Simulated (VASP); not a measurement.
A run of VASP 6.6.1 is set up as follows.

File INCAR:

```
SYSTEM = Ta
PREC     = Accurate       ! precision mode
ENCUT    = 520            ! plane-wave cutoff, eV
EDIFF    = 1E-7           ! SCF threshold, eV
ISMEAR   = 1              ! smearing method
SIGMA    = 0.03           ! smearing width, eV
LREAL    = .FALSE.        ! projectors in reciprocal space
LASPH    = .TRUE.         ! aspherical terms in the spheres
NELM     = 100            ! most SCF steps
ALGO     = Normal         ! electronic algorithm
ISIF     = 2              ! what is computed and relaxed
LWAVE    = .FALSE.        ! write WAVECAR
LCHARG   = .FALSE.        ! write CHGCAR
NBANDS   = 12             ! bands
```

The input KPOINTS:

```
regular mesh
0
G
  14 14 14
  0 0 0
```

Contents of POSCAR:

```
Ta
1.0
   -1.6276710318      1.6276710318      1.6276710318
    1.6276710318     -1.6276710318      1.6276710318
    1.6276710318      1.6276710318     -1.6276710318
Ta
1
Direct
    0.0000000000      0.0000000000      0.0000000000
```

Potentials or basis: VASP PAW LDA potentials, release 64 (Ta_pv).

The run is started by

```bash
$ cat potpaw_LDA.64/Ta_pv/POTCAR > POTCAR
$ mpirun -np 1 vasp_std > vasp.out
```

Task: What does it give for the pressure?

Result: 0.8 GPa.
